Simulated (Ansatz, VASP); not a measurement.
## TaN: VASP beside Ansatz

```
Ta N
1.0
     0.00000    2.17900    2.17900
     2.17900    0.00000    2.17900
     2.17900    2.17900    0.00000
Ta N
1 1
Direct
  0.50000 0.50000 0.50000
  0.00000 0.00000 0.00000
```

Alike in both runs: task single point; functional LDA; k mesh 13 × 13 × 13; no spin polarisation.

|  | VASP | Ansatz |
| --- | --- | --- |
| version | VASP 6.6.1 | Ansatz 0.2.0 |
| potentials or method | VASP PAW LDA potentials, release 64 (Ta_pv, N) | plane waves, PAW |
| plane-wave cutoff (eV) | 520 | 420 |
| occupations | fermi-dirac, width 0.1 eV | fermi-dirac |
| valence electrons in the cell | 16 | 18 |

|  | VASP | Ansatz | Ansatz less VASP |
| --- | --- | --- | --- |
| pressure (GPa) | -0.4 | -2.4 | -2.00 |

LDA's correlation is that of Perdew and Zunger in VASP and of Perdew and Wang (1992) in Ansatz. VASP's potentials hold 16 valence electrons a cell and Ansatz's 18, so a difference there can come from the potentials and not from the codes. Ansatz's warnings: stress scf threshold loose.

Spin-orbit coupling is off throughout.
